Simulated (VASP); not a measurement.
Input of a VASP 6.6.1 run:

File INCAR:

```
PREC = Accurate ; ENCUT = 520
EDIFF = 1E-7 ; ISMEAR = 0
SIGMA = 0.05 ; LREAL = False
LASPH = True ; NELM = 100
ALGO = Normal ; ISIF = 2
LWAVE = False ; LCHARG = False
GGA = CA ; NBANDS = 15
```

Contents of KPOINTS:

```
regular mesh
0
Gamma
  8 8 8
```

File POSCAR:

```
CaO
1.0
    0.0000000000      2.4122650000      2.5224700000
    2.4122650000      0.0000000000      2.5224700000
    2.4122650000      2.4122650000      0.0000000000
Ca O
1 1
Direct
    0.0000000000      0.0000000000      0.0000000000
    0.5000000000      0.5000000000      0.5000000000
```

Potentials or basis: VASP PAW LDA potentials, release 64 (Ca_sv, O).

Run with:

```sh
$ cat potpaw_LDA.64/Ca_sv/POTCAR potpaw_LDA.64/O/POTCAR > POTCAR
$ mpirun -np 1 vasp_std > vasp.out
```

(1) What does it give for the band gap on the k mesh?

(2) Predict the pressure.

## Answers

(1) 3.42 eV, indirect (least direct gap 3.83 eV).

(2) -10.7 GPa.

Caveat: the cell differs from its parent crystal (strain -0.015 along x and y, +0.030 along z).
